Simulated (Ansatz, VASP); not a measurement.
Two plane-wave programs on TiO2

```
Ti O
1.0
     5.58222    0.00000    0.00000
    -2.79111    4.83435    0.00000
     0.00000    0.00000    6.08247
Ti O
3 6
Direct
  0.46694 0.00000 0.33333
  0.00000 0.46694 0.66667
  0.53306 0.53306 0.00000
  0.58107 0.85143 0.12066
  0.72963 0.14857 0.54600
  0.27037 0.41893 0.78733
  0.85143 0.58107 0.87934
  0.14857 0.72963 0.45400
  0.41893 0.27037 0.21267
```

Alike in both runs: functional r2SCAN; k mesh 6 × 6 × 5; occupations fermi-dirac, width 0.05 eV; no spin polarisation; Hubbard terms Ti d U = 6.0 eV.

|  | VASP | Ansatz |
| --- | --- | --- |
| version | VASP 6.6.1 | Ansatz 0.2.0 |
| potentials or method | VASP PAW PBE potentials, release 64 (Ti_sv, O) | Ansatz PAW |
| plane-wave cutoff (eV) | 520 | 500 |
| valence electrons in the cell | 72 | 72 |
| task | single point | band structure |

```tsv
	VASP	Ansatz	Ansatz less VASP
gap on the k mesh at the Fermi level (eV)	4.98	4.80	-0.182
least direct gap on the mesh (eV)	5.01	4.85	-0.163
pressure (GPa)	8.1	2.4	-5.67
traceless stress, the component that is largest in VASP (GPa)	0.13	0.14	+0.009
rms of the force components (eV/Å)	0.299	0.077	-0.2221
```

VASP's potentials were made for PBE, not for r2SCAN. The programs project onto different local orbitals, so the same U acts differently, and such runs can settle in different states. Atom by atom the forces differ by 0.225 eV/Å (rms over components).
